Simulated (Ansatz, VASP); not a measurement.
# LiF in VASP and in Ansatz

File INCAR:

```
SYSTEM = LiF
PREC = Accurate ; ENCUT = 520
EDIFF = 1E-6 ; ISMEAR = 0
SIGMA = 0.05 ; LREAL = .FALSE.
LASPH = .TRUE. ; NELM = 60
ALGO = Normal ; ISIF = 2
LWAVE = .FALSE. ; LCHARG = .TRUE.
GGA = PE ; LELF = .TRUE.
LVHAR = .TRUE. ; NBANDS = 18
```

Contents of KPOINTS:

```
regular mesh
0
G
  9 9 6
  0 0 0
```

Contents of POSCAR:

```
LiF
1.0
    3.1955814611      0.0000000000      0.0000000000
   -1.5977907305      2.7674547252      0.0000000000
    0.0000000000      0.0000000000      4.6904744686
Li F
2 2
Direct
    0.3333333333      0.6666666667      0.3708711514
    0.6666666667      0.3333333333      0.8708711514
    0.3333333333      0.6666666667      0.9939266766
    0.6666666667      0.3333333333      0.4939266766
```

Input for Ansatz:

```yaml
crystal:
  lattice:
    - [3.1955814611, 0.0, 0.0]
    - [-1.5977907305, 2.7674547252, 0.0]
    - [0.0, 0.0, 4.6904744686]
  atoms:
    - { symbol: Li, position: [0.3333333333, 0.6666666667, 0.3708711514] }
    - { symbol: Li, position: [0.6666666667, 0.3333333333, 0.8708711514] }
    - { symbol: F, position: [0.3333333333, 0.6666666667, 0.9939266766] }
    - { symbol: F, position: [0.6666666667, 0.3333333333, 0.4939266766] }
basis:
  ecutwfc: 520.0
kpoints:
  mp_grid: { grid: [9, 9, 6] }
hamiltonian:
  xc: pbe
scf:
  occupations: { method: gaussian, width: 0.05 }
output:
  forces: true
  stress: true
  eigenvalues: true
```

Alike in both runs: task single point; functional PBE; k mesh 9 × 9 × 6; occupations gaussian, width 0.05 eV; no spin polarisation.

```csv
,VASP,Ansatz
version,VASP 6.6.1,Ansatz 0.2.0
potentials or method,"VASP PAW PBE potentials, release 64 (Li_sv, F), cutoff 520 eV","scalar-relativistic, plane waves, PAW"
valence electrons in the cell,20,20
```

Ansatz gave:

```
gap on the k mesh at the Fermi level (eV) : 7.58
least direct gap on the mesh (eV)         : 7.58
rms of the force components (eV/Å)        : 0.280
```

Which values does VASP return?

gap on the k mesh at the Fermi level (eV): 7.57; least direct gap on the mesh (eV): 7.57; rms of the force components (eV/Å): 0.295.

Atom by atom the forces differ by 0.015 eV/Å (rms over components).

Noted on VASP's run: the cutoff is short for stress, so the pressure is rough.
